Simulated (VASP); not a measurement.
Write the native input for VASP 6.6.1 that does the following.

- Task: single point
- Functional: PBE
- Dispersion: D3(BJ)
- Potentials or basis: VASP PAW PBE potentials, release 64 (Be, S)
- Cutoff: 600 eV
- k mesh: 8 × 8 × 8
- Occupations: gaussian, width 0.02 eV
- Spin: no spin polarisation
- Dipole correction: no
- Further INCAR settings: ALGO = Normal; EDIFF = 1e-06; NBANDS = 11

The structure of BeS lies in POSCAR:

```
BeS
1.0
    0.0000000000      2.4078487131      2.4078487131
    2.4078487131      0.0000000000      2.4078487131
    2.4078487131      2.4078487131      0.0000000000
Be S
1 1
Direct
    0.0000000000      0.0000000000      0.0000000000
    0.2500000000      0.2500000000      0.2500000000
```

One way to write it, as run:

INCAR

```
SYSTEM = BeS
PREC = Accurate
ENCUT = 600
EDIFF = 1E-6
ISMEAR = 0
SIGMA = 0.02
LREAL = .FALSE.
LASPH = .TRUE.
NELM = 120
ALGO = Normal
ISIF = 2
LWAVE = .FALSE.
LCHARG = .FALSE.
GGA = PE
IVDW = 12
NBANDS = 11
GGA_COMPAT = .FALSE.
```

KPOINTS

```
regular mesh
0
G
  8 8 8
  0 0 0
```

Potentials or basis: VASP PAW PBE potentials, release 64 (Be, S).

Run with:

```sh
$ cat potpaw_PBE.64/Be/POTCAR potpaw_PBE.64/S/POTCAR > POTCAR
$ mpirun -np 1 vasp_std > vasp.out
```

Results of the run:

```yaml
Pressure: 0.1 GPa
Band_gap_on_the_k_mesh: 3.06 eV (least direct gap 5.66 eV)
Dispersion_energy_per_atom: -0.308 eV
```

It took 17 s on 1 thread of Intel Xeon 8259CL (shared host), peak memory 0.16 GiB.
